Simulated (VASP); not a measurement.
TaTi3:

```xyz
4
Lattice="4.1331 0.0000 0.0000 0.0000 4.1331 0.0000 0.0000 0.0000 4.1331" Properties=species:S:1:pos:R:3 pbc="T T T"
Ti    0.0000    2.0665    2.0665
Ti    2.0665    0.0000    2.0665
Ti    2.0665    2.0665    0.0000
Ta    0.0000    0.0000    0.0000
```

```yaml
Program: VASP 6.6.1
Task: relaxation of volume and atoms at fixed shape
Functional: PBEsol
Potentials_or_basis: VASP PAW PBE potentials, release 64 (Ti_sv, Ta_pv)
Cutoff: 500 eV
k_mesh: 6 × 6 × 6
Occupations: methfessel-paxton, width 0.05 eV
Spin: no spin polarisation
```

At the start: pressure -5.7 GPa; volume 17.65 Å³/atom.

**Question.** Where does the relaxation end?

**Answer.** Over 3 steps the energy falls by 13.6 meV/atom and the volume is 16.91 Å³/atom (-4.2 %); space group Pm-3m (No. 221, to 0.05 Å).

Step by step:
| step | energy change (eV) | largest force (eV/Å) | pressure (GPa) | volume (Å³) |
| --- | --- | --- | --- | --- |
| 1 | 0.0000 | 0.0000 | -5.66 | 70.60 |
| 2 | 0.0172 | 0.0000 | 7.44 | 64.42 |
| 3 | -0.0545 | 0.0000 | -0.07 | 67.65 |

Final structure:
```
Ti Ta
1.0
     4.07457    0.00000    0.00000
     0.00000    4.07457    0.00000
     0.00000    0.00000    4.07457
Ti Ta
3 1
Direct
  0.00000 0.50000 0.50000
  0.50000 0.00000 0.50000
  0.50000 0.50000 0.00000
  0.00000 0.00000 0.00000
```

Caveat: the PAW data sets were made with another functional, which shifts forces and pressure a little.
